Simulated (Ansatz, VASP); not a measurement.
BeS5: VASP beside Ansatz

```
Be S
1.0
     0.00000    3.69265    3.69265
     3.69265    0.00000    3.69265
     3.69265    3.69265    0.00000
Be S
1 5
Direct
  0.00000 0.00000 0.00000
  0.25000 0.25000 0.25000
  0.13544 0.62152 0.62152
  0.62152 0.62152 0.62152
  0.62152 0.62152 0.13544
  0.62152 0.13544 0.62152
```

Change from the starting cell: species swapped into the ZrNi5 type (F-43m, No. 216).

Alike in both runs: functional PBE; k mesh 4 × 4 × 4; occupations gaussian, width 0.1 eV; no spin polarisation.

Ansatz relaxed the structure, and its values are those at the end. VASP's run is a single point on that final structure, the one shown.

```csv
,VASP,Ansatz
version,VASP 6.6.1,Ansatz 0.2.0
potentials or method,"VASP PAW PBE potentials, release 64 (Be, S), cutoff 520 eV","scalar-relativistic, plane waves, PAW"
valence electrons in the cell,32,32
```

```tsv
	VASP	Ansatz	Ansatz less VASP
gap on the k mesh at the Fermi level (eV)	none	none	-
pressure (GPa)	0.0	0.2	+0.12
rms of the force components (eV/Å)	0.034	0.028	-0.0067
```

A gap of «none» marks a metal or a gap that the smearing closes.

The k mesh is coarse, so the values compare programs but aren't converged.
